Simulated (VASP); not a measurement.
# Ca2Se (P-6m2) in VASP: a series of runs

The runs below take Ca2Se through single point, relaxation of cell and atoms, with PBE.

Everything below comes from runs of VASP 6.6.1. Logs are shortened: lines on timing, memory, paths and dates and some standing lists are left out, and cuts for length are marked.

## (1) The cell of the first run

The structure is hexagonal, space group P-6m2 (No. 187). Conventional cell: a = 4.020 Å, b = 4.020 Å, c = 7.184 Å, α = 90.00°, β = 90.00°, γ = 120.00°. Within 3.9 Å of Ca (site symmetry 3m) lie 3 Se at 2.96 Å and 2 Ca at 3.50 to 3.68 Å. Within 3.9 Å of Se (site symmetry -6m2) lie 6 Ca at 2.96 Å.

## (2) Single point, PBE

INCAR reads:

```
SYSTEM = Ca2Se
  PREC = Accurate
  ENCUT = 520
  EDIFF = 1E-6
  ISMEAR = 0
  SIGMA = 0.1
  LREAL = .False.
  LASPH = .True.
  NELM = 100
  ALGO = Normal
  ISIF = 2
  LWAVE = .False.
  LCHARG = .False.
  GGA = PE
  NBANDS = 20
```

KPOINTS reads:

```
Automatic mesh
0
Gamma
  12 12 6
  0 0 0
```

POSCAR reads:

```
Ca2Se
1.0
    4.0199794179      0.0000000000      0.0000000000
   -2.0099897089      3.4814042986      0.0000000000
    0.0000000000      0.0000000000      7.1836660437
Ca Se
2 1
Direct
    0.3333333333      0.6666666667      0.7436696495
    0.3333333333      0.6666666667      0.2563303505
    0.0000000000      0.0000000000      0.0000000000
```

Potentials or basis: VASP PAW PBE potentials, release 64 (Ca_sv, Se).

Command:

```sh
> cat potpaw_PBE.64/Ca_sv/POTCAR potpaw_PBE.64/Se/POTCAR > POTCAR
> mpirun -np 1 vasp_std > vasp.out
```

OUTCAR:

```text
SYSTEM = Ca2Se
   PREC = Accurate
   ENCUT = 520
   EDIFF = 1E-6
   ISMEAR = 0
   LREAL = .False.
   LASPH = .True.
   NELM = 100
   ISIF = 2
   GGA = PE

 ion  position               nearest neighbor table
   1  0.333  0.667  0.744-   3 2.96   3 2.96   3 2.96
   2  0.333  0.667  0.256-   3 2.96   3 2.96   3 2.96
   3  0.000  0.000  0.000-   1 2.96   2 2.96   1 2.96   2 2.96   1 2.96   2 2.96

  LATTYP: Found a hexagonal cell.
 ALAT       =     4.0199794179
 C/A-ratio  =     1.7869907522

  Lattice vectors:

 A1 = (   4.0199794179,   0.0000000000,   0.0000000000)
 A2 = (  -2.0099897089,   3.4814042986,   0.0000000000)
 A3 = (   0.0000000000,   0.0000000000,   7.1836660437)

Analysis of symmetry for initial positions (statically):
=====================================================================
 Subroutine PRICEL returns:
 Original cell was already a primitive cell.

 Routine SETGRP: Setting up the symmetry group for a
 hexagonal supercell.

 Subroutine GETGRP returns: Found 12 space group operations
 (whereof 12 operations were pure point group operations)
 out of a pool of 24 trial point group operations.

The static configuration has the point symmetry D_3h.

Analysis of symmetry for dynamics (positions and initial velocities):
=====================================================================
 Subroutine PRICEL returns:
 Original cell was already a primitive cell.

 Routine SETGRP: Setting up the symmetry group for a
 hexagonal supercell.

 Subroutine GETGRP returns: Found 12 space group operations
 (whereof 12 operations were pure point group operations)
 out of a pool of 24 trial point group operations.

The dynamic configuration has the point symmetry D_3h.

 Subroutine INISYM returns: Found 12 space group operations
 (whereof 12 operations are pure point group operations),
 and found     1 'primitive' translations

----------------------------------------------------------------------------------------

                                     Primitive cell

  volume of cell :     100.5367

  direct lattice vectors                    reciprocal lattice vectors
     4.019979418  0.000000000  0.000000000     0.248757493  0.143620205  0.000000000
    -2.009989709  3.481404299  0.000000000     0.000000000  0.287240411  0.000000000
     0.000000000  0.000000000  7.183666044     0.000000000  0.000000000  0.139204689

  length of vectors
     4.019979418  4.019979418  7.183666044     0.287240411  0.287240411  0.139204689

  position of ions in fractional coordinates (direct lattice)
     0.333333333  0.666666667  0.743669649
     0.333333333  0.666666667  0.256330351
     0.000000000  0.000000000  0.000000000

  ion indices of the primitive-cell ions
   primitive index   ion index
                 1           1
                 2           2
                 3           3

----------------------------------------------------------------------------------------

 KPOINTS: Automatic mesh

Automatic generation of k-mesh.
 Grid dimensions read from file:
 generate k-points for:   12   12    6

 Generating k-lattice:

  Cartesian coordinates                     Fractional coordinates (reciprocal lattice)
     0.020729791  0.011968350  0.000000000     0.083333333 -0.000000000  0.000000000
     0.000000000  0.023936701  0.000000000     0.000000000  0.083333333  0.000000000
     0.000000000  0.000000000  0.023200782     0.000000000  0.000000000  0.166666667

  Length of vectors
     0.023936701  0.023936701  0.023200782

  Shift w.r.t. Gamma in fractional coordinates (k-lattice)
     0.000000000  0.000000000  0.000000000

 Subroutine IBZKPT returns following result:
 ===========================================

 Found     76 irreducible k-points:

 Following reciprocal coordinates:
            Coordinates               Weight
  0.000000  0.000000  0.000000      1.000000
  0.083333 -0.000000  0.000000      6.000000
  0.166667  0.000000  0.000000      6.000000
  0.250000  0.000000  0.000000      6.000000
  0.333333  0.000000  0.000000      6.000000
  0.416667  0.000000  0.000000      6.000000
[... 16 lines left out ...]
  0.250000  0.000000  0.166667     12.000000
  0.333333  0.000000  0.166667     12.000000
 [... further k-points ...]
   k-points           NKPTS =     76   k-points in BZ     NKDIM =     76   number of bands    NBANDS=     20
   number of dos      NEDOS =    301   number of ions     NIONS =      3
   total plane-waves  NPLWV =  48600
   dimension x,y,z NGX =    30 NGY =   30 NGZ =   54
   dimension x,y,z NGXF=    60 NGYF=   60 NGZF=  108
   ions per type =               2   1
   NGX,Y,Z   is equivalent  to a cutoff of  12.41, 12.41, 12.50 a.u.
   NGXF,Y,Z  is equivalent  to a cutoff of  24.81, 24.81, 24.99 a.u.
 SYSTEM =  Ca2Se
   PREC   = accura    normal or accurate (medium, high low for compatibility)
   ISTART =      0    job   : 0-new  1-cont  2-samecut
   ICHARG =      2    charge: 1-file 2-atom 10-const
   ISPIN  =      1    spin polarized calculation?
   LNONCOLLINEAR =      F non collinear calculations
   LSORBIT =      F    spin-orbit coupling
   LASPH  =      T    aspherical Exc in radial PAW
   ENCUT  =  520.0 eV  38.22 Ry    6.18 a.u.   7.47  7.47 13.36*2*pi/ulx,y,z
   NELM   =    100;   NELMIN=  2; NELMDL= -5     # of ELM steps
   EDIFF  = 0.1E-05   stopping-criterion for ELM
   LREAL  =      F    real-space projection
   EDIFFG = 0.1E-04   stopping-criterion for IOM
   NSW    =      0    number of steps for IOM
   IBRION =     -1    ionic relax: 0-MD 1-quasi-New 2-CG
   NFREE  =      0    steps in history (QN), initial steepest desc. (CG)
   ISIF   =      2    stress and relaxation
   ISYM   =      2    0-nonsym 1-usesym 2-fastsym
   POTIM  = 0.5000    time-step for ionic-motion
   TEBEG  =    0.0;   TEEND  =   0.0 temperature during run
   PSTRESS=    0.0 pullay stress
   NELECT =      26.0000    total number of electrons
   NUPDOWN=      -1.0000    fix difference up-down
   EMIN   =  10.00;   EMAX   =-10.00  energy-range for DOS
   EFERMI =   0.00;   METHOD = LEGACY
   ISMEAR =     0;   SIGMA  =   0.10  broadening in eV -4-tet -1-fermi 0-gaus
   EFERMI_NEDOS =   21; number of points for ismear=-14 and -15
   IALGO  =     38    algorithm
   IMIX   =      4    mixing-type and parameters
     AMIX     =   0.40;   BMIX     =  1.00
     AMIX_MAG =   1.60;   BMIX_MAG =  1.00
  volume/ion in A,a.u.               =      33.51       226.15
  Fermi-wavevector in a.u.,A,eV,Ry     =   1.043016  1.971015 14.801550  1.087883
  Thomas-Fermi vector in A             =   2.177707
   LORBIT       =      0    0 simple, 1 ext, 2 COOP (PROOUT), +10 PAW based schemes
   GGA     = PE    functional components
   LHFCALC =     F    Hartree Fock is set to
   AEXX    =    0.0000 exact exchange contribution
   IVDW    =     0    specifies the selected vdW correction
   LEPSILON=     F    determine dielectric tensor
   LRPA    =     F    only Hartree local field effects (RPA)
 non-spin polarized calculation
 Gauss-broadening in eV      SIGMA  =   0.10
  energy-cutoff  :      520.00
  volume of cell :      100.54
 maximum number of plane-waves:      2739
 NGX is ok and might be reduce to    30
   NGX = 15   NGY = 15   NGZ = 27

 number of electron      26.0000007 magnetization

 Free energy of the ion-electron system (eV)
  ---------------------------------------------------
  ext. energy  EPLUGINS =         0.00000000
  ---------------------------------------------------
  free energy    TOTEN  =       -10.74401521 eV

  energy without entropy =      -10.74074056  energy(sigma->0) =      -10.74237788

 E-fermi :   3.1367     XC(G=0):  -8.2439

 val. band max:        3.0509058477   @ k =   0.0833   0.0833   0.5000
 cond. band min:       3.1417235520   @ k =   0.1667   0.0000   0.5000
 fundamental gap:      0.0908177043
 Fermi energy:         3.1366878603

 k-point     1 :       0.0000    0.0000    0.0000
  band No.  band energies     occupation
      1     -39.1522      2.00000
      2     -39.1372      2.00000
      3     -20.2634      2.00000
      4     -20.1213      2.00000
      5     -20.1213      2.00000
      6     -20.1029      2.00000
[... 12 lines left out ...]
     19       5.2063      0.00000
     20       5.7703      0.00000

 k-point     2 :       0.0833   -0.0000    0.0000
  band No.  band energies     occupation
      1     -39.1517      2.00000
      2     -39.1368      2.00000
      3     -20.2617      2.00000
      4     -20.1278      2.00000
      5     -20.1227      2.00000
      6     -20.1086      2.00000
[... 12 lines left out ...]
     19       5.5809      0.00000
     20       5.9461      0.00000

 k-point     3 :       0.1667    0.0000    0.0000
  band No.  band energies     occupation
      1     -39.1505      2.00000
      2     -39.1356      2.00000
      3     -20.2569      2.00000
      4     -20.1456      2.00000
      5     -20.1267      2.00000
      6     -20.1241      2.00000
[... 12 lines left out ...]
     19       5.7561      0.00000
     20       5.9548      0.00000

 k-point     4 :       0.2500    0.0000    0.0000
  band No.  band energies     occupation
      1     -39.1488      2.00000
      2     -39.1340      2.00000
      3     -20.2502      2.00000
      4     -20.1696      2.00000
      5     -20.1449      2.00000
      6     -20.1321      2.00000
[... 12 lines left out ...]
     19       5.7645      0.00000
     20       5.9323      0.00000

 k-point     5 :       0.3333    0.0000    0.0000
  band No.  band energies     occupation
      1     -39.1471      2.00000
      2     -39.1324      2.00000
      3     -20.2435      2.00000
      4     -20.1937      2.00000
      5     -20.1656      2.00000
      6     -20.1376      2.00000
[... 12 lines left out ...]
     19       6.0383      0.00000
     20       6.0768      0.00000

 k-point     6 :       0.4167    0.0000    0.0000
  band No.  band energies     occupation
      1     -39.1458      2.00000
      2     -39.1313      2.00000
      3     -20.2382      2.00000
      4     -20.2115      2.00000
      5     -20.1806      2.00000
      6     -20.1415      2.00000
[... 12 lines left out ...]
     19       6.2336      0.00000
     20       6.2694      0.00000

 k-point     7 :       0.5000    0.0000    0.0000
  band No.  band energies     occupation
      1     -39.1454      2.00000
      2     -39.1308      2.00000
      3     -20.2360      2.00000
      4     -20.2183      2.00000
      5     -20.1861      2.00000
      6     -20.1430      2.00000
[... 12 lines left out ...]
     19       6.2594      0.00000
     20       6.4354      0.00000
[... 277 lines left out ...]
 k-point    20 :       0.0000    0.0000    0.1667
  band No.  band energies     occupation
      1     -39.1512      2.00000
      2     -39.1382      2.00000
      3     -20.2505      2.00000
      4     -20.1201      2.00000
      5     -20.1201      2.00000
      6     -20.1041      2.00000
[... 12 lines left out ...]
     19       5.1920      0.00000
     20       5.7760      0.00000

 k-point    21 :       0.0833   -0.0000    0.1667
  band No.  band energies     occupation
      1     -39.1508      2.00000
      2     -39.1377      2.00000
      3     -20.2489      2.00000
      4     -20.1265      2.00000
      5     -20.1215      2.00000
      6     -20.1100      2.00000
[... 12 lines left out ...]
     19       5.4423      0.00000
     20       5.9402      0.00000

 k-point    22 :       0.1667    0.0000    0.1667
  band No.  band energies     occupation
      1     -39.1496      2.00000
      2     -39.1366      2.00000
      3     -20.2443      2.00000
      4     -20.1441      2.00000
      5     -20.1256      2.00000
      6     -20.1254      2.00000
[... 12 lines left out ...]
     19       5.5664      0.00000
     20       6.0618      0.00000

 k-point    23 :       0.2500    0.0000    0.1667
  band No.  band energies     occupation
      1     -39.1479      2.00000
      2     -39.1350      2.00000
      3     -20.2381      2.00000
      4     -20.1680      2.00000
      5     -20.1466      2.00000
      6     -20.1308      2.00000
[... 12 lines left out ...]
     19       5.7336      0.00000
     20       6.0979      0.00000

 k-point    24 :       0.3333    0.0000    0.1667
  band No.  band energies     occupation
      1     -39.1462      2.00000
      2     -39.1334      2.00000
      3     -20.2319      2.00000
      4     -20.1916      2.00000
      5     -20.1675      2.00000
      6     -20.1362      2.00000
[... 12 lines left out ...]
     19       6.0547      0.00000
     20       6.1650      0.00000

 [... further k-points ...]
[... 5 lines left out ...]
  --------------------------------------------------------------------------------------
  -------------------------------------------------------------------------------------
  Total        0.0488224      0.0488224      0.0685037      0.0000000      0.0000000      0.0000000
  in kB        0.7780457      0.7780457      1.0916921      0.0000000      0.0000000      0.0000000
  external PRESSURE =       0.8825945 kB  Pullay stress =       0.0000000 kB

 VOLUME and BASIS-vectors are now :
 -----------------------------------------------------------------------------
  energy-cutoff  :      520.00
  volume of cell :      100.54
      direct lattice vectors                 reciprocal lattice vectors
     4.019979418  0.000000000  0.000000000     0.248757493  0.143620205  0.000000000
    -2.009989709  3.481404299  0.000000000     0.000000000  0.287240411  0.000000000
     0.000000000  0.000000000  7.183666044     0.000000000  0.000000000  0.139204689

 POSITION                                       TOTAL-FORCE (eV/Angst)
 -----------------------------------------------------------------------------------
     -0.00000      2.32094      5.34227        -0.000000     -0.000000     -0.018936
     -0.00000      2.32094      1.84139         0.000000      0.000000      0.018936
      0.00000      0.00000      0.00000         0.000000     -0.000000      0.000000
 -----------------------------------------------------------------------------------
    total drift:                                0.000000     -0.000000     -0.000000

  FREE ENERGIE OF THE ION-ELECTRON SYSTEM (eV)
  ---------------------------------------------------
  free  energy   TOTEN  =       -10.7440152119 eV

  energy  without entropy=      -10.7407405559  energy(sigma->0) =      -10.74237788
```

Wall time 74 s (1 thread of AMD EPYC 9R45 (Zen 5), shared host); peak memory 0.27 GiB.

Results:

```yaml
Free_energy: -10.7440 eV
Pressure: 0.1 GPa
Largest_force: 0.019 eV/Å
Band_gap_on_the_k_mesh: zero (band 13 reaches 3.28 eV, above the bottom of band 14 at 2.73 eV)
```

Forces on the atoms (eV/Å):
```
Ca   0.000  0.000 -0.019
Ca   0.000  0.000  0.019
Se   0.000  0.000  0.000
```

[end of part 1 of 2]
